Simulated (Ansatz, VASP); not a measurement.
## W2Cl: VASP beside Ansatz

Contents of INCAR:

```
PREC = Accurate
ENCUT = 600
EDIFF = 1E-7
ISMEAR = 0
SIGMA = 0.1
LREAL = F
LASPH = T
NELM = 60
ALGO = Normal
ISIF = 3
LWAVE = F
LCHARG = F
GGA = PE
IBRION = 2
NSW = 100
EDIFFG = -0.01
```

Contents of KPOINTS:

```
regular mesh
0
Gamma
  12 12 16
```

File POSCAR:

```
W2Cl
1.0
    4.6496655054      0.0000000000      0.0000000000
   -2.3248327527      4.0267284468      0.0000000000
    0.0000000000      0.0000000000      2.7856417401
W Cl
2 1
Direct
    0.3333333333      0.6666666667      0.5000000000
    0.6666666667      0.3333333333      0.5000000000
    0.0000000000      0.0000000000      0.0000000000
```

Input for Ansatz:

```yaml
crystal:
  lattice:
    - [4.6496655054, 0.0, 0.0]
    - [-2.3248327527, 4.0267284468, 0.0]
    - [0.0, 0.0, 2.7856417401]
  atoms:
    - { symbol: W, position: [0.3333333333, 0.6666666667, 0.5] }
    - { symbol: W, position: [0.6666666667, 0.3333333333, 0.5] }
    - { symbol: Cl, position: [0.0, 0.0, 0.0] }
basis:
  ecutwfc: 420
kpoints:
  mp_grid: { grid: [12, 12, 16] }
hamiltonian:
  xc: pbe
scf:
  occupations: { method: gaussian, width: 0.1 }
output:
  forces: true
  stress: true
  eigenvalues: true
  write_density: true
  write_potential: true
  elf: true
  volumetric_format: npy
relax:
  adjacent_minimum: "off"
  f_tol: 0.01
  max_steps: 80
  cell: { stress_tol: 0.05 }
```

Change from the starting cell: species swapped into the YB2 type (P6/mmm, No. 191).

Alike in both runs: task relaxation of cell and atoms; functional PBE; k mesh 12 × 12 × 16; occupations gaussian, width 0.1 eV; no spin polarisation.

```csv
,VASP,Ansatz
version,VASP 6.6.1,Ansatz 0.2.0
potentials or method,"VASP PAW PBE potentials, release 64 (W_sv, Cl), cutoff 600 eV","scalar-relativistic, plane waves, PAW"
valence electrons in the cell,35,35
```

|  | VASP | Ansatz | Ansatz less VASP |
| --- | --- | --- | --- |
| gap on the k mesh at the Fermi level, each at its own relaxed structure (eV) | none | none | - |
| relaxed volume (Å³/atom) | 17.48 | 17.45 | -0.029 |
| relaxed length of the cell vector where the two differ most in proportion (Å) | 4.653 | 4.651 | -0.0027 |

A gap of «none» marks a metal or a gap that the smearing closes.

Spin-orbit coupling is off throughout.
